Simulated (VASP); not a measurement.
BiTe: relaxation of cell and atoms with PBE

Crystal: BiTe.

```
Bi Te
1.0
     4.59751    0.00000    0.00000
    -2.29875    3.98156    0.00000
     0.00000    0.00000    7.51434
Bi Te
2 2
Direct
  0.00000 0.00000 0.00000
  0.00000 0.00000 0.50000
  0.33333 0.66667 0.25000
  0.66667 0.33333 0.75000
```

```json
{
  "Program": "VASP 6.6.1",
  "Task": "relaxation of cell and atoms",
  "Functional": "PBE",
  "Potentials or basis": "VASP PAW PBE potentials, release 64 (Bi_d, Te)",
  "Cutoff": "600 eV",
  "k mesh": "12 × 12 × 6",
  "Occupations": "gaussian, width 0.1 eV",
  "Spin": "no spin polarisation",
  "Dipole correction": "no",
  "Further INCAR settings": "ALGO = Normal; EDIFF = 1e-06; IBRION = 2; EDIFFG = -0.01; NSW = 65; ISIF = 3"
}
```

* Relaxed volume: 35.39 Å³/atom
* Relaxed cell: a = 4.673 Å, b = 4.673 Å, c = 7.483 Å, α = 90.00°, β = 90.00°, γ = 120.00°
* Space group after relaxing (to 0.1 Å): P6_3/mmc (No. 194)
* Energy gained by relaxing: 3.8 meV/atom
* Ionic steps: 11
* Pressure after relaxing: 0.0 GPa
* Band gap on the k mesh: zero (bands 21 and 22 overlap by 2.29 eV)

Step by step:
| step | energy change (eV) | largest force (eV/Å) | pressure (GPa) | volume (Å³) |
| --- | --- | --- | --- | --- |
| 1 | 0.0000 | 0.0000 | 1.28 | 137.55 |
| 2 | -0.0111 | 0.0000 | -0.57 | 143.08 |
| 3 | -0.0144 | 0.0000 | 0.01 | 141.24 |
| 4 | -0.0144 | 0.0000 | -0.01 | 141.32 |
| 5 | -0.0144 | 0.0000 | -0.02 | 141.34 |
| 6 | -0.0147 | 0.0000 | -0.02 | 141.40 |
| 7 | -0.0150 | 0.0000 | -0.02 | 141.52 |
| 8 | -0.0151 | 0.0000 | -0.04 | 141.74 |
| 9 | -0.0152 | 0.0000 | -0.04 | 141.66 |
| 10 | -0.0148 | 0.0000 | 0.20 | 140.94 |
| 11 | -0.0152 | 0.0000 | 0.00 | 141.54 |

Final structure:
```xyz
4
Lattice="4.6734 0.0000 0.0000 -2.3367 4.0473 0.0000 0.0000 0.0000 7.4832" Properties=species:S:1:pos:R:3 pbc="T T T"
Bi    0.0000    0.0000    0.0000
Bi    0.0000    0.0000    3.7416
Te    0.0000    2.6982    1.8708
Te    2.3367    1.3491    5.6124
```

Levels at points of the mesh, in eV from the Fermi level:
```tsv
k point	band 18	band 19	band 20	band 21	band 22	band 23	band 24	band 25
(0.00, 0.00, 0.00)	-1.94	-1.94	-1.75	-1.48	0.16	0.16	1.03	1.03
(0.50, 0.00, 0.00)	-1.90	-1.85	-1.82	-1.09	-0.60	1.14	2.68	3.22
(0.00, 0.00, 0.50)	-2.39	-2.39	-2.39	0.51	0.51	0.51	0.51	0.57
(0.50, 0.00, 0.50)	-3.31	-3.14	-3.14	0.84	0.84	1.58	1.58	1.82
```

Wall time 24 min on 1 thread of Intel(R) Xeon(R) Platinum 8124M CPU @ 3.00GHz (Skylake/Cascade Lake), on a shared host, peak memory 0.52 GiB.

Caveat: spin-orbit coupling is left out, which moves the levels of the heavy elements.
